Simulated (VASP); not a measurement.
The system is ZrWS3.

```
Zr W S
1.0
     4.58729    0.00000    0.00000
     0.00000    4.58729    0.00000
     0.00000    0.00000    4.58729
Zr W S
1 1 3
Cartesian
  0.0000 0.0000 0.0000
  2.2936 2.2936 2.2936
  0.0000 2.2936 2.2936
  2.2936 2.2936 0.0000
  2.2936 0.0000 2.2936
```

Base run:

| Property | Result |
| --- | --- |
| Program | VASP 6.6.1 |
| Functional | PBE |
| Potentials or basis | VASP PAW PBE potentials, release 64 (Zr_sv, W_sv, S) |
| Cutoff | 520 eV |
| k mesh | 4 × 4 × 4 |
| Occupations | gaussian, width 0.1 eV |
| Spin | no spin polarisation |

Its results: pressure 4.2 GPa.

Task: The run is repeated on the same cell with these changes: spin from no spin polarisation to collinear spin, ferrimagnetic start; further incar settings from ALGO = Normal; EDIFF = 1e-06; NBANDS = 30 to ALGO = Normal; EDIFF = 1e-06; NBANDS = 34. What comes out?

Result: Pressure 4.9 GPa; net moment 0.93 μB per cell; site moments Zr +0.73; W +0.02; S -0.04 μB.
